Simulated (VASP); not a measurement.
# Na4SrCaSi2 (P-4m2) in VASP: notebook, part 2 of 2

VASP 6.6.1. Earlier steps stand in the parts before.

## 4. Single point, PBEsol

This run uses another cell than the first one, of 25.04 Å³/atom.

The input, INCAR:

```
SYSTEM = Na4SrCaSi2
PREC = Accurate ; ENCUT = 520
EDIFF = 1E-6 ; ISMEAR = 0
SIGMA = 0.01 ; LREAL = .False.
LASPH = .True. ; NELM = 100
ALGO = Normal ; ISIF = 2
LWAVE = .False. ; LCHARG = .False.
GGA = PS ; NBANDS = 38
```

The input, KPOINTS:

```
regular mesh
0
Gamma
  5 5 4
  0 0 0
```

The input, POSCAR:

```
Na4SrCaSi2
1.0
    5.2275241801      0.0000000000      0.0000000000
    0.0000000000      5.2275241801      0.0000000000
    0.0000000000      0.0000000000      7.3312672010
Sr Ca Si Na
1 1 2 4
Direct
    0.0000000000      0.0000000000      0.0000000000
    0.5000000000      0.5000000000      0.5000000000
    0.0000000000      0.5000000000      0.2576830000
    0.5000000000      0.0000000000      0.7423170000
    0.0000000000      0.0000000000      0.5000000000
    0.5000000000      0.5000000000      0.0000000000
    0.0000000000      0.5000000000      0.7431210000
    0.5000000000      0.0000000000      0.2568790000
```

Potentials or basis: VASP PAW PBE potentials, release 64 (Sr_sv, Ca_sv, Si, Na_pv).

Started as:

```bash
> cat potpaw_PBE.64/Sr_sv/POTCAR potpaw_PBE.64/Ca_sv/POTCAR potpaw_PBE.64/Si/POTCAR potpaw_PBE.64/Na_pv/POTCAR > POTCAR
> mpirun -np 1 vasp_std > vasp.out
```

OUTCAR:

```text
SYSTEM = Na4SrCaSi2
   PREC = Accurate
   ENCUT = 520
   EDIFF = 1E-6
   ISMEAR = 0
   LREAL = .False.
   LASPH = .True.
   NELM = 100
   ISIF = 2
   GGA = PS

 ion  position               nearest neighbor table
   1  0.000  0.000  0.000-   7 3.22   8 3.22   7 3.22   8 3.22   3 3.22   3 3.22   4 3.22   4 3.22
                             5 3.67   5 3.67   6 3.70   6 3.70   6 3.70   6 3.70
   2  0.500  0.500  0.500-   3 3.16   4 3.16   4 3.16   3 3.16
   3  0.000  0.500  0.258-   2 3.16   2 3.16   1 3.22   1 3.22
   4  0.500  0.000  0.742-   2 3.16   2 3.16   1 3.22   1 3.22
   5  0.000  0.000  0.500-   1 3.67   1 3.67
   6  0.500  0.500  0.000-   1 3.70   1 3.70   1 3.70   1 3.70
   7  0.000  0.500  0.743-   1 3.22   1 3.22
   8  0.500  0.000  0.257-   1 3.22   1 3.22

  LATTYP: Found a simple tetragonal cell.
 ALAT       =     5.2275241801
 C/A-ratio  =     1.4024358278

  Lattice vectors:

 A1 = (   5.2275241801,   0.0000000000,   0.0000000000)
 A2 = (   0.0000000000,   5.2275241801,   0.0000000000)
 A3 = (   0.0000000000,   0.0000000000,   7.3312672010)

Analysis of symmetry for initial positions (statically):
=====================================================================
 Subroutine PRICEL returns:
 Original cell was already a primitive cell.

 Routine SETGRP: Setting up the symmetry group for a
 simple tetragonal supercell.

 Subroutine GETGRP returns: Found  8 space group operations
 (whereof  8 operations were pure point group operations)
 out of a pool of 16 trial point group operations.

The static configuration has the point symmetry D_2d.

Analysis of symmetry for dynamics (positions and initial velocities):
=====================================================================
 Subroutine PRICEL returns:
 Original cell was already a primitive cell.

 Routine SETGRP: Setting up the symmetry group for a
 simple tetragonal supercell.

 Subroutine GETGRP returns: Found  8 space group operations
 (whereof  8 operations were pure point group operations)
 out of a pool of 16 trial point group operations.

The dynamic configuration has the point symmetry D_2d.

 Subroutine INISYM returns: Found  8 space group operations
 (whereof  8 operations are pure point group operations),
 and found     1 'primitive' translations

----------------------------------------------------------------------------------------

                                     Primitive cell

  volume of cell :     200.3416

  direct lattice vectors                    reciprocal lattice vectors
     5.227524180  0.000000000  0.000000000     0.191295146  0.000000000  0.000000000
     0.000000000  5.227524180  0.000000000     0.000000000  0.191295146  0.000000000
     0.000000000  0.000000000  7.331267201     0.000000000  0.000000000  0.136402067

  length of vectors
     5.227524180  5.227524180  7.331267201     0.191295146  0.191295146  0.136402067

  position of ions in fractional coordinates (direct lattice)
     0.000000000  0.000000000  0.000000000
     0.500000000  0.500000000  0.500000000
     0.000000000  0.500000000  0.257683000
     0.500000000  0.000000000  0.742317000
[... 45 lines left out ...]
  0.200000  0.000000  0.000000      4.000000
  0.400000  0.000000  0.000000      4.000000
  0.200000  0.200000  0.000000      4.000000
  0.400000  0.200000  0.000000      8.000000
  0.400000  0.400000  0.000000      4.000000
[... 10 lines left out ...]
  0.400000  0.200000  0.500000      8.000000
  0.400000  0.400000  0.500000      4.000000
   k-points           NKPTS =     18   k-points in BZ     NKDIM =     18   number of bands    NBANDS=     38
   number of dos      NEDOS =    301   number of ions     NIONS =      8
   total plane-waves  NPLWV =  89600
   dimension x,y,z NGX =    40 NGY =   40 NGZ =   56
   dimension x,y,z NGXF=    80 NGYF=   80 NGZF=  112
   ions per type =               1   1   2   4
   NGX,Y,Z   is equivalent  to a cutoff of  12.72, 12.72, 12.70 a.u.
   NGXF,Y,Z  is equivalent  to a cutoff of  25.44, 25.44, 25.40 a.u.
 SYSTEM =  Na4SrCaSi2
   PREC   = accura    normal or accurate (medium, high low for compatibility)
   ISTART =      0    job   : 0-new  1-cont  2-samecut
   ICHARG =      2    charge: 1-file 2-atom 10-const
   ISPIN  =      1    spin polarized calculation?
   LNONCOLLINEAR =      F non collinear calculations
   LSORBIT =      F    spin-orbit coupling
   LASPH  =      T    aspherical Exc in radial PAW
   ENCUT  =  520.0 eV  38.22 Ry    6.18 a.u.   9.72  9.72 13.63*2*pi/ulx,y,z
   NELM   =    100;   NELMIN=  2; NELMDL= -5     # of ELM steps
   EDIFF  = 0.1E-05   stopping-criterion for ELM
   LREAL  =      F    real-space projection
   EDIFFG = 0.1E-04   stopping-criterion for IOM
   NSW    =      0    number of steps for IOM
   IBRION =     -1    ionic relax: 0-MD 1-quasi-New 2-CG
   NFREE  =      0    steps in history (QN), initial steepest desc. (CG)
   ISIF   =      2    stress and relaxation
   ISYM   =      2    0-nonsym 1-usesym 2-fastsym
   POTIM  = 0.5000    time-step for ionic-motion
   TEBEG  =    0.0;   TEEND  =   0.0 temperature during run
   PSTRESS=    0.0 pullay stress
   NELECT =      56.0000    total number of electrons
   NUPDOWN=      -1.0000    fix difference up-down
   EMIN   =  10.00;   EMAX   =-10.00  energy-range for DOS
   EFERMI =   0.00;   METHOD = LEGACY
   ISMEAR =     0;   SIGMA  =   0.01  broadening in eV -4-tet -1-fermi 0-gaus
   EFERMI_NEDOS =   21; number of points for ismear=-14 and -15
   IALGO  =     38    algorithm
   IMIX   =      4    mixing-type and parameters
     AMIX     =   0.40;   BMIX     =  1.00
     AMIX_MAG =   1.60;   BMIX_MAG =  1.00
  volume/ion in A,a.u.               =      25.04       169.00
  Fermi-wavevector in a.u.,A,eV,Ry     =   1.070403  2.022767 15.589032  1.145762
  Thomas-Fermi vector in A             =   2.206111
   LORBIT       =      0    0 simple, 1 ext, 2 COOP (PROOUT), +10 PAW based schemes
   GGA     = PS    functional components
   LHFCALC =     F    Hartree Fock is set to
   AEXX    =    0.0000 exact exchange contribution
   IVDW    =     0    specifies the selected vdW correction
   LEPSILON=     F    determine dielectric tensor
   LRPA    =     F    only Hartree local field effects (RPA)
 non-spin polarized calculation
 Gauss-broadening in eV      SIGMA  =   0.01
  energy-cutoff  :      520.00
  volume of cell :      200.34
 maximum number of plane-waves:      5423
 NGX is ok and might be reduce to    40
   NGX = 19   NGY = 19   NGZ = 27

 number of electron      56.0000055 magnetization

 Free energy of the ion-electron system (eV)
  ---------------------------------------------------
  ext. energy  EPLUGINS =         0.00000000
  ---------------------------------------------------
  free energy    TOTEN  =       -21.63080303 eV

  energy without entropy =      -21.63080303  energy(sigma->0) =      -21.63080303

 E-fermi :   2.3503     XC(G=0):  -8.5822

 val. band max:        2.2870496078   @ k =   0.2000   0.2000   0.5000
 cond. band min:       2.4334748147   @ k =   0.0000   0.0000   0.0000
 fundamental gap:      0.1464252069
 Fermi energy:         2.3502912112

 k-point     1 :       0.0000    0.0000    0.0000
  band No.  band energies     occupation
      1     -38.3834      2.00000
      2     -32.7327      2.00000
      3     -22.2461      2.00000
      4     -22.2461      2.00000
      5     -22.2384      2.00000
      6     -22.2384      2.00000
[... 727 lines left out ...]
     37       6.2638      0.00000
     38       6.5409      0.00000

------------------------ aborting loop because EDIFF is reached ----------------------------------------

  FORCE on cell =-STRESS in cart. coord.  units (eV):
  Direction    XX          YY          ZZ          XY          YZ          ZX
  --------------------------------------------------------------------------------------
  -------------------------------------------------------------------------------------
  Total        0.2521093      0.2521093      0.4121878      0.0000000      0.0000000      0.0000000
  in kB        2.0161756      2.0161756      3.2963596      0.0000000      0.0000000      0.0000000
  external PRESSURE =       2.4429036 kB  Pullay stress =       0.0000000 kB

 VOLUME and BASIS-vectors are now :
 -----------------------------------------------------------------------------
  energy-cutoff  :      520.00
  volume of cell :      200.34
      direct lattice vectors                 reciprocal lattice vectors
     5.227524180  0.000000000  0.000000000     0.191295146  0.000000000  0.000000000
     0.000000000  5.227524180  0.000000000     0.000000000  0.191295146  0.000000000
     0.000000000  0.000000000  7.331267201     0.000000000  0.000000000  0.136402067

 POSITION                                       TOTAL-FORCE (eV/Angst)
 -----------------------------------------------------------------------------------
      0.00000      0.00000      0.00000        -0.000000      0.000000      0.000000
      2.61376      2.61376      3.66563        -0.000000      0.000000      0.000000
      0.00000      2.61376      1.88914        -0.000000      0.000000      0.032669
      2.61376      0.00000      5.44212        -0.000000      0.000000     -0.032669
      0.00000      0.00000      3.66563         0.000000      0.000000      0.000000
      2.61376      2.61376      0.00000        -0.000000     -0.000000      0.000000
      0.00000      2.61376      5.44802        -0.000000     -0.000000     -0.098097
      2.61376      0.00000      1.88325         0.000000      0.000000      0.098097
 -----------------------------------------------------------------------------------
    total drift:                               -0.000000      0.000000     -0.000000

  FREE ENERGIE OF THE ION-ELECTRON SYSTEM (eV)
  ---------------------------------------------------
  free  energy   TOTEN  =       -21.6308030342 eV

  energy  without entropy=      -21.6308030342  energy(sigma->0) =      -21.63080303
```

Wall time 3.6 min (1 thread of Oxide Virtual Turin-like, shared host); peak memory 0.33 GiB.

What came out:

- Free energy: -21.6308 eV
- Pressure: 0.2 GPa
- Largest force: 0.098 eV/Å
- Band gap on the k mesh: 0.15 eV (least direct gap 0.29 eV)

Forces on the atoms (eV/Å):
```
Sr   0.000  0.000  0.000
Ca   0.000  0.000  0.000
Si   0.000  0.000  0.033
Si   0.000  0.000 -0.033
Na   0.000  0.000  0.000
Na   0.000  0.000  0.000
Na   0.000  0.000 -0.098
Na   0.000  0.000  0.098
```

Caveat: the PAW data sets were made with another functional, which shifts forces and pressure a little. A k mesh can miss the band edges.

## 5. Single point, PBEsol

This run uses another cell than the first one, of 25.56 Å³/atom.

The input, INCAR:

```
ALGO = Normal
EDIFF = 1E-6
ENCUT = 520
GGA = PS
ISIF = 2
ISMEAR = 0
LASPH = True
LCHARG = True
LELF = True
LREAL = False
LVHAR = True
LWAVE = False
NBANDS = 38
NELM = 80
PREC = Accurate
SIGMA = 0.01
```

The input, KPOINTS:

```
k-points
0
Gamma
  5 5 4
```

POSCAR, as its differences from that of step 4:

```diff
@@ -2,5 +2,5 @@
 1.0
-    5.2275241801      0.0000000000      0.0000000000
-    0.0000000000      5.2275241801      0.0000000000
-    0.0000000000      0.0000000000      7.3312672010
+    5.2635772103      0.0000000000      0.0000000000
+    0.0000000000      5.2635772103      0.0000000000
+    0.0000000000      0.0000000000      7.3818292622
 Sr Ca Si Na
```

Started as:

```bash
> cat potpaw_PBE.64/Sr_sv/POTCAR potpaw_PBE.64/Ca_sv/POTCAR potpaw_PBE.64/Si/POTCAR potpaw_PBE.64/Na_pv/POTCAR > POTCAR
> mpirun -np 1 vasp_std > vasp.out
```

Wall time 4 min (1 thread of Oxide Virtual Turin-like, shared host); peak memory 0.33 GiB.

It converged, with:

* Free energy: -21.6302 eV
* Pressure: -0.3 GPa
* Largest force: 0.100 eV/Å
* Band gap on the k mesh: 0.13 eV (least direct gap 0.27 eV)

Forces in eV/Å, atoms in the order of the input:
```
Sr   0.000  0.000  0.000
Ca   0.000  0.000  0.000
Si   0.000  0.000  0.031
Si   0.000  0.000 -0.031
Na   0.000  0.000  0.000
Na   0.000  0.000  0.000
Na   0.000  0.000 -0.100
Na   0.000  0.000  0.100
```

Stress tensor (GPa, compression positive):
```
-0.36  0.00  0.00
 0.00 -0.36  0.00
 0.00  0.00 -0.24
```

Levels at points of the mesh, in eV from the valence-band top:
| k point | band 25 | band 26 | band 27 | band 28 | band 29 | band 30 | band 31 | band 32 |
| --- | --- | --- | --- | --- | --- | --- | --- | --- |
| (0.00, 0.00, 0.00) | -0.27 | -0.14 | -0.14 | -0.14 | 0.13 | 0.69 | 1.82 | 2.66 |
| (0.00, 0.00, 0.50) | -0.34 | -0.34 | -0.10 | -0.10 | 1.22 | 1.23 | 2.77 | 2.98 |

Caveat: the PAW data sets were made with another functional, which shifts forces and pressure a little. A k mesh can miss the band edges.

## 6. Summary

| cell | gap on the mesh (eV) | pressure (GPa) | largest force (eV/Å) |
| --- | --- | --- | --- |
| a = 5.403, b = 5.403, c = 7.577 Å, 8 atoms | 0.08 | -2.1 | 0.10 |
| a = 5.191, b = 5.191, c = 7.280 Å, 8 atoms | 0.16 | 0.9 | 0.09 |
| a = 5.228, b = 5.228, c = 7.331 Å, 8 atoms | 0.15 | 0.2 | 0.10 |
| a = 5.264, b = 5.264, c = 7.382 Å, 8 atoms | 0.13 | -0.3 | 0.10 |

Alike in all rows: task single point; level PBEsol; potentials or basis VASP PAW PBE potentials, release 64 (Sr_sv, Ca_sv, Si, Na_pv); no spin polarisation; k mesh 5 × 5 × 4; cutoff (eV) 520; smearing gaussian 0.01 eV.

Caveats: the PAW data sets were made with another functional, which shifts forces and pressure a little.

Total energies depend on the potentials used, so only differences within one code and one set of settings carry meaning.
